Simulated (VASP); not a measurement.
# Hf2Si: single point with r2SCAN

Hf2Si:

```
CELL_PARAMETERS angstrom
-3.27535 3.27535 2.58282
3.27535 -3.27535 2.58282
3.27535 3.27535 -2.58282
ATOMIC_POSITIONS crystal
Hf 0.34351 0.15649 0.50000
Hf 0.84351 0.34351 0.18703
Hf 0.65649 0.84351 0.50000
Hf 0.15649 0.65649 0.81297
Si 0.25000 0.25000 0.00000
Si 0.75000 0.75000 0.00000
```

| Quantity | Value |
| --- | --- |
| Program | VASP 6.6.1 |
| Task | single point |
| Functional | r2SCAN |
| Potentials or basis | VASP PAW PBE potentials, release 64 (Hf_pv, Si) |
| Cutoff | 520 eV |
| k mesh | 9 × 9 × 9 |
| Occupations | fermi-dirac, width 0.05 eV |
| Spin | no spin polarisation |

- Pressure: -0.1 GPa
- Largest force: 0.023 eV/Å
- Band gap on the k mesh: zero (band 24 reaches 6.72 eV, above the bottom of band 25 at 5.91 eV)

Forces in eV/Å, atoms in the order of the input:
```
Hf   0.017 -0.017  0.000
Hf  -0.017 -0.017  0.000
Hf  -0.017  0.017  0.000
Hf   0.017  0.017  0.000
Si   0.000  0.000  0.000
Si   0.000  0.000  0.000
```

Stress tensor (GPa, compression positive):
```
-0.11  0.00  0.00
 0.00 -0.11  0.00
 0.00  0.00  0.02
```

Levels at points of the mesh, in eV from the Fermi level:
```csv
k point,band 22,band 23,band 24,band 25,band 26,band 27
"(0.00, 0.00, 0.00)",-1.42,-1.18,-1.00,2.21,2.26,2.31
```

It took 21 min on 1 thread of AMD EPYC 7R13 Processor (Zen 3), on a shared host, peak memory 0.37 GiB.

Caveat: the PAW data sets were made with another functional, which shifts forces and pressure a little; spin-orbit coupling is left out, which moves the levels of the heavy elements.
